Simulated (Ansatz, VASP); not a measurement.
## One calculation of Ta3AlSn2Bi2O16, two programs

```
CELL_PARAMETERS angstrom
-5.05858 5.06402 0.09222
-5.29954 -0.14874 5.31295
0.04000 5.19624 5.20421
ATOMIC_POSITIONS crystal
O 0.79435 0.94235 0.42021
O 0.35889 0.82105 0.51187
O 0.83612 0.32374 0.31976
O 0.90706 0.83020 0.83335
O 0.39277 0.31544 0.46138
O 0.42493 0.89858 0.80255
O 0.91988 0.40123 0.85156
O 0.31639 0.43419 0.84133
O 0.59310 0.66582 0.16249
O 0.07554 0.60652 0.19210
O 0.57265 0.09981 0.15416
O 0.71231 0.53932 0.58586
O 0.18033 0.05415 0.16707
O 0.15958 0.66685 0.49220
O 0.67228 0.17616 0.67736
O 0.11573 0.17387 0.54056
Al 0.46774 0.01999 0.48674
Sn 0.51817 0.99230 0.97546
Sn 0.97572 0.51370 0.02235
Ta 0.00260 0.99723 0.49953
Ta 0.04120 0.47175 0.51278
Ta 0.50194 0.50042 0.49957
Bi 0.96185 0.99934 0.05682
Bi 0.50202 0.53458 0.94647
```

Alike in both runs: functional PBE; k mesh 3 × 3 × 3; occupations gaussian, width 0.1 eV; no spin polarisation.

Ansatz relaxed the structure, and its values are those at the end. VASP's run is a single point on that final structure, the one shown.

|  | VASP | Ansatz |
| --- | --- | --- |
| version | VASP 6.6.1 | Ansatz 0.2.0 |
| potentials or method | VASP PAW PBE potentials, release 64 (O, Al, Sn_d, Ta_pv, Bi_d), cutoff 520 eV | scalar-relativistic, plane waves, PAW |
| valence electrons in the cell | 190 | 196 |

Ansatz gave:

| Quantity | Value |
| --- | --- |
| gap on the k mesh at the Fermi level (eV) | 2.92 |
| least direct gap on the mesh (eV) | 3.01 |
| pressure (GPa) | 0.1 |
| rms of the force components (eV/Å) | 0.009 |

Q: Which values does VASP return?

A: gap on the k mesh at the Fermi level (eV): 2.89; least direct gap on the mesh (eV): 2.98; pressure (GPa): 0.5; rms of the force components (eV/Å): 0.026.

The functional is the same, so the differences come from potentials, cutoffs and numerics. VASP's potentials hold 190 valence electrons a cell and Ansatz's 196, so a difference there can come from the potentials and not from the codes.

Spin-orbit coupling is off throughout.
